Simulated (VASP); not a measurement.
Runs of VASP 6.6.1 on HfC. The structure is that of space group P6_3/mmc (No. 194), or close to it. The cells are those of the table. 

```tsv
task	cell	cutoff (eV)	gap on the mesh (eV)	pressure (GPa)
relaxation of cell and atoms	relaxed from a = 3.343, b = 3.343, c = 5.203 Å, angles 90.0, 90.0, 120.0°, 4 atoms	600	none	0.0
relaxation of cell and atoms	relaxed to 20 GPa from a = 3.343, b = 3.343, c = 5.203 Å, angles 90.0, 90.0, 120.0°, 4 atoms	600	none	20.0
single point	a = 3.291, b = 3.291, c = 5.202 Å, angles 90.0, 90.0, 120.0°, 4 atoms	520	none	-0.4
single point	a = 3.271, b = 3.271, c = 5.164 Å, angles 90.0, 90.0, 120.0°, 4 atoms	520	none	(a)
single point	a = 3.253, b = 3.253, c = 5.129 Å, angles 90.0, 90.0, 120.0°, 4 atoms	520	none	9.8
```

Alike in all rows: level PBEsol; potentials or basis VASP PAW PBE potentials, release 64 (Hf_pv, C); no spin polarisation; k mesh 8 × 8 × 5; smearing fermi-dirac 0.1 eV.

Q: Estimate the missing entries.

A: (a) 4.7.

Caveats: the PAW data sets were made with another functional, which shifts forces and pressure a little; spin-orbit coupling is left out, which moves the levels of the heavy elements; the cell is relaxed towards a set pressure, so the enthalpy falls and the energy may rise (some runs).

A k mesh can miss the band edges, and the runs leave out spin-orbit coupling on Hf.

A gap of «none» marks levels without a gap at the run's occupations.
